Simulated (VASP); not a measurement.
# Ni (Fm-3m) in VASP: single point with PBE

Aim: the single point of Ni with PBE.

All numbers are computed with VASP 6.6.1; they aren't measurements. Logs are shortened: lines on timing, memory, paths and dates and some standing lists are left out, and cuts for length are marked.

## Step 1: The cell of the first run

The structure is cubic, space group Fm-3m (No. 225). The conventional cell has a = 3.517 Å, b = 3.517 Å, c = 3.517 Å, α = 90.00°, β = 90.00°, γ = 90.00°. Within 3.3 Å of Ni (site symmetry m-3m) lie 12 Ni at 2.49 Å.

## Step 2: Single point, PBE, collinear spin

The input, INCAR:

```
PREC     = Accurate       # precision mode
ENCUT    = 520            # plane-wave cutoff, eV
EDIFF    = 1E-6           # SCF threshold, eV
ISMEAR   = -1             # smearing method
SIGMA    = 0.1            # smearing width, eV
LREAL    = F              # projectors in reciprocal space
LASPH    = T              # aspherical terms in the spheres
NELM     = 150            # most SCF steps
ALGO     = Normal         # electronic algorithm
ISIF     = 2              # what is computed and relaxed
LWAVE    = F              # write WAVECAR
LCHARG   = F              # write CHGCAR
ISPIN    = 2              # spin polarisation
MAGMOM   = 2 0            # initial moments
LORBIT   = 11             # projections on sites
LMAXMIX  = 4              # l up to which the mixer works
GGA      = PE             # functional
NBANDS   = 21             # bands
ISYM     = 0
```

The input, KPOINTS:

```
regular mesh
0
Gamma
  13 13 7
```

The input, POSCAR:

```
Ni
1.0
    0.0000000000      1.7585000000      1.7585000000
    1.7585000000      0.0000000000      1.7585000000
    3.5170000000      3.5170000000      0.0000000000
Ni
2
Direct
    0.0000000000      0.0000000000      0.0000000000
    0.0000000000      0.0000000000      0.5000000000
```

Potentials or basis: VASP PAW PBE potentials, release 64 (Ni).

Started as:

```
cat potpaw_PBE.64/Ni/POTCAR > POTCAR
mpirun -np 1 vasp_std > vasp.out
```

OUTCAR:

```text
PREC = Accurate
   ENCUT = 520
   EDIFF = 1E-6
   ISMEAR = -1
   LREAL = F
   LASPH = T
   NELM = 150
   ISIF = 2
   ISPIN = 2
   LORBIT = 11
   GGA = PE
   ISYM = 0

 ion  position               nearest neighbor table
   1  0.000  0.000  0.000-   2 2.49   2 2.49   2 2.49   2 2.49   2 2.49   2 2.49
   2  0.000  0.000  0.500-   1 2.49   1 2.49   1 2.49   1 2.49   1 2.49   1 2.49

IMPORTANT INFORMATION: All symmetrisations will be switched off!
NOSYMM: (Re-)initialisation of all symmetry stuff for point group C_1.

----------------------------------------------------------------------------------------

                                     Primitive cell

  volume of cell :      21.7514

  direct lattice vectors                    reciprocal lattice vectors
     0.000000000  1.758500000  1.758500000    -0.284333239  0.284333239  0.284333239
     1.758500000  0.000000000  1.758500000     0.284333239 -0.284333239  0.284333239
     3.517000000  3.517000000  0.000000000     0.142166619  0.142166619 -0.142166619

  length of vectors
     2.486894549  2.486894549  4.973789099     0.492479615  0.492479615  0.246239808

  position of ions in fractional coordinates (direct lattice)
     0.000000000  0.000000000  0.000000000
     0.000000000  0.000000000  0.500000000

  ion indices of the primitive-cell ions
   primitive index   ion index
                 1           1
                 2           2

----------------------------------------------------------------------------------------

 KPOINTS: regular mesh

Automatic generation of k-mesh.
 Grid dimensions read from file:
 generate k-points for:   13   13    7

 Generating k-lattice:

  Cartesian coordinates                     Fractional coordinates (reciprocal lattice)
    -0.021871788  0.021871788  0.021871788     0.076923077  0.000000000  0.000000000
     0.021871788 -0.021871788  0.021871788     0.000000000  0.076923077  0.000000000
     0.020309517  0.020309517 -0.020309517     0.000000000  0.000000000  0.142857143

  Length of vectors
     0.037883047  0.037883047  0.035177115

  Shift w.r.t. Gamma in fractional coordinates (k-lattice)
     0.000000000  0.000000000  0.000000000

 -----------------------------------------------------------------------------
|                                                                             |
|           W    W    AA    RRRRR   N    N  II  N    N   GGGG   !!!           |
|           W    W   A  A   R    R  NN   N  II  NN   N  G    G  !!!           |
|           W    W  A    A  R    R  N N  N  II  N N  N  G       !!!           |
|           W WW W  AAAAAA  RRRRR   N  N N  II  N  N N  G  GGG   !            |
|           WW  WW  A    A  R   R   N   NN  II  N   NN  G    G                |
|           W    W  A    A  R    R  N    N  II  N    N   GGGG   !!!           |
|                                                                             |
|     Your reciprocal lattice and k-lattice belong to different lattice       |
|     classes:                                                                |
|                                                                             |
|        The reciprocal lattice is rhombohedral (trigonal),                   |
|        whereas your k-lattice is base-centered monoclinic.                  |
|                                                                             |
|     Results are often still useful ...                                      |
|                                                                             |
 -----------------------------------------------------------------------------

 WARNING: IBZKPT: internal override: KBLOWUP is changed to .FALSE.
      ... skipping the blow-up phase ...

 Subroutine IBZKPT returns following result:
 ===========================================

 Found    592 irreducible k-points:

 Following reciprocal coordinates:
            Coordinates               Weight
  0.000000  0.000000  0.000000      1.000000
  0.076923  0.000000  0.000000      2.000000
  0.153846  0.000000  0.000000      2.000000
  0.230769  0.000000  0.000000      2.000000
  0.307692  0.000000  0.000000      2.000000
  0.384615  0.000000  0.000000      2.000000
[... 16 lines left out ...]
  0.153846  0.153846  0.000000      2.000000
  0.230769  0.153846  0.000000      2.000000
 [... further k-points ...]
   k-points           NKPTS =    592   k-points in BZ     NKDIM =    592   number of bands    NBANDS=     21
   number of dos      NEDOS =    301   number of ions     NIONS =      2
   total plane-waves  NPLWV =  12960
   dimension x,y,z NGX =    18 NGY =   18 NGZ =   40
   dimension x,y,z NGXF=    36 NGYF=   36 NGZF=   80
   ions per type =               2
   NGX,Y,Z   is equivalent  to a cutoff of  12.03, 12.03, 13.37 a.u.
   NGXF,Y,Z  is equivalent  to a cutoff of  24.07, 24.07, 26.74 a.u.
 SYSTEM =  unknown system
   PREC   = accura    normal or accurate (medium, high low for compatibility)
   ISTART =      0    job   : 0-new  1-cont  2-samecut
   ICHARG =      2    charge: 1-file 2-atom 10-const
   ISPIN  =      2    spin polarized calculation?
   LNONCOLLINEAR =      F non collinear calculations
   LSORBIT =      F    spin-orbit coupling
   LASPH  =      T    aspherical Exc in radial PAW
   ENCUT  =  520.0 eV  38.22 Ry    6.18 a.u.   4.62  4.62  9.25*2*pi/ulx,y,z
   NELM   =    150;   NELMIN=  2; NELMDL= -5     # of ELM steps
   EDIFF  = 0.1E-05   stopping-criterion for ELM
   LREAL  =      F    real-space projection
   EDIFFG = 0.1E-04   stopping-criterion for IOM
   NSW    =      0    number of steps for IOM
   IBRION =     -1    ionic relax: 0-MD 1-quasi-New 2-CG
   NFREE  =      0    steps in history (QN), initial steepest desc. (CG)
   ISIF   =      2    stress and relaxation
   ISYM   =      0    0-nonsym 1-usesym 2-fastsym
   POTIM  = 0.5000    time-step for ionic-motion
   TEBEG  =    0.0;   TEEND  =   0.0 temperature during run
   PSTRESS=    0.0 pullay stress
   NELECT =      20.0000    total number of electrons
   NUPDOWN=      -1.0000    fix difference up-down
   EMIN   =  10.00;   EMAX   =-10.00  energy-range for DOS
   EFERMI =   0.00;   METHOD = LEGACY
   ISMEAR =    -1;   SIGMA  =   0.10  broadening in eV -4-tet -1-fermi 0-gaus
   EFERMI_NEDOS =   21; number of points for ismear=-14 and -15
   IALGO  =     38    algorithm
   IMIX   =      4    mixing-type and parameters
     AMIX     =   0.40;   BMIX     =  1.00
     AMIX_MAG =   1.60;   BMIX_MAG =  1.00
  volume/ion in A,a.u.               =      10.88        73.39
  Fermi-wavevector in a.u.,A,eV,Ry     =   1.591924  3.008301 34.480204  2.534224
  Thomas-Fermi vector in A             =   2.690389
   LORBIT       =     11    0 simple, 1 ext, 2 COOP (PROOUT), +10 PAW based schemes
   GGA     = PE    functional components
   LHFCALC =     F    Hartree Fock is set to
   AEXX    =    0.0000 exact exchange contribution
   IVDW    =     0    specifies the selected vdW correction
   LEPSILON=     F    determine dielectric tensor
   LRPA    =     F    only Hartree local field effects (RPA)
 spin polarized calculation
  energy-cutoff  :      520.00
  volume of cell :       21.75
 maximum number of plane-waves:       599
   NGX =  9   NGY =  9   NGZ = 19

 number of electron      20.0000023 magnetization       1.2157812

 Free energy of the ion-electron system (eV)
  ---------------------------------------------------
  ext. energy  EPLUGINS =         0.00000000
  ---------------------------------------------------
  free energy    TOTEN  =       -10.99767136 eV

  energy without entropy =      -10.89097484  energy(sigma->0) =      -10.94432310

 E-fermi :   9.3700     XC(G=0): -13.2577

 val. band max:        9.3686932226   @ k =  -0.0769   0.3077   0.2857
 cond. band min:       9.3718236918   @ k =   0.3846   0.0000   0.1429
 fundamental gap:      0.0031304691
 Fermi energy:         9.3700366010

 spin component 1

 k-point     1 :       0.0000    0.0000    0.0000
  band No.  band energies     occupation
      1       0.3674      1.00000
      2       4.5557      1.00000
      3       6.9665      1.00000
      4       6.9673      1.00000
      5       6.9681      1.00000
      6       6.9757      1.00000
[... 13 lines left out ...]
     20      36.9690      0.00000
     21      36.9699      0.00000

 k-point     2 :       0.0769    0.0000    0.0000
  band No.  band energies     occupation
      1       0.5985      1.00000
      2       4.6767      1.00000
      3       6.8828      1.00000
      4       6.9088      1.00000
      5       7.0171      1.00000
      6       7.0185      1.00000
[... 520 lines left out ...]
 k-point    24 :       0.2308    0.1538    0.0000
  band No.  band energies     occupation
      1       2.3276      1.00000
      2       5.1065      1.00000
      3       6.3755      1.00000
      4       6.4188      1.00000
      5       6.6374      1.00000
      6       7.3550      1.00000
[... 13 lines left out ...]
     20      35.4717      0.00000
     21      37.7641      0.00000

 [... further k-points ...]

 spin component 2

 k-point     1 :       0.0000    0.0000    0.0000
  band No.  band energies     occupation
      1       0.3358      1.00000
      2       4.9709      1.00000
      3       7.5799      1.00000
      4       7.5802      1.00000
      5       7.6868      1.00000
      6       7.6870      1.00000
[... 13 lines left out ...]
     20      36.9638      0.00000
     21      36.9844      0.00000

 k-point     2 :       0.0769    0.0000    0.0000
  band No.  band energies     occupation
      1       0.5672      1.00000
      2       5.0930      1.00000
      3       7.4475      1.00000
      4       7.6205      1.00000
      5       7.6749      1.00000
      6       7.7391      1.00000
[... 520 lines left out ...]
 k-point    24 :       0.2308    0.1538    0.0000
  band No.  band energies     occupation
      1       2.3070      1.00000
      2       5.3571      1.00000
      3       6.9090      1.00000
      4       7.0423      1.00000
      5       7.2245      1.00000
      6       7.9979      1.00000
[... 13 lines left out ...]
     20      35.4814      0.00000
     21      37.9579      0.00000

 [... further k-points ...]

------------------------ aborting loop because EDIFF is reached ----------------------------------------

  FORCE on cell =-STRESS in cart. coord.  units (eV):
  Direction    XX          YY          ZZ          XY          YZ          ZX
  --------------------------------------------------------------------------------------
  -------------------------------------------------------------------------------------
  Total        0.0692214      0.0692203      0.0649587      0.0059342      0.0007153      0.0007164
  in kB        5.0987491      5.0986672      4.7847639      0.4371051      0.0526856      0.0527705
  external PRESSURE =       4.9940601 kB  Pullay stress =       0.0000000 kB

 VOLUME and BASIS-vectors are now :
 -----------------------------------------------------------------------------
  energy-cutoff  :      520.00
  volume of cell :       21.75
      direct lattice vectors                 reciprocal lattice vectors
     0.000000000  1.758500000  1.758500000    -0.284333239  0.284333239  0.284333239
     1.758500000  0.000000000  1.758500000     0.284333239 -0.284333239  0.284333239
     3.517000000  3.517000000  0.000000000     0.142166619  0.142166619 -0.142166619

 POSITION                                       TOTAL-FORCE (eV/Angst)
 -----------------------------------------------------------------------------------
      0.00000      0.00000      0.00000         0.000000      0.000000     -0.000001
      1.75850      1.75850      0.00000        -0.000000     -0.000000      0.000001
 -----------------------------------------------------------------------------------
    total drift:                                0.000000      0.000000      0.000000

  FREE ENERGIE OF THE ION-ELECTRON SYSTEM (eV)
  ---------------------------------------------------
  free  energy   TOTEN  =       -10.9976713554 eV

  energy  without entropy=      -10.8909748442  energy(sigma->0) =      -10.94432310

 total charge

# of ion       s       p       d       tot
------------------------------------------
    1        0.497   0.498   8.315   9.311
    2        0.497   0.498   8.315   9.311
--------------------------------------------------
tot          0.995   0.996  16.630  18.621

 magnetization (x)

# of ion       s       p       d       tot
------------------------------------------
    1       -0.006  -0.024   0.649   0.619
    2       -0.006  -0.024   0.649   0.619
--------------------------------------------------
tot         -0.013  -0.047   1.298   1.238
```

Wall time 5.2 min (1 thread of Intel Xeon 6975P-C (Granite Rapids), shared host); peak memory 0.44 GiB.

What came out:

```yaml
Free_energy: -10.9977 eV
Pressure: 0.5 GPa
Net_moment: 1.22 μB per cell
Site_moments: Ni +0.62 μB
Valence_electrons_inside_the_program's_atomic_spheres: Ni 9.31
```
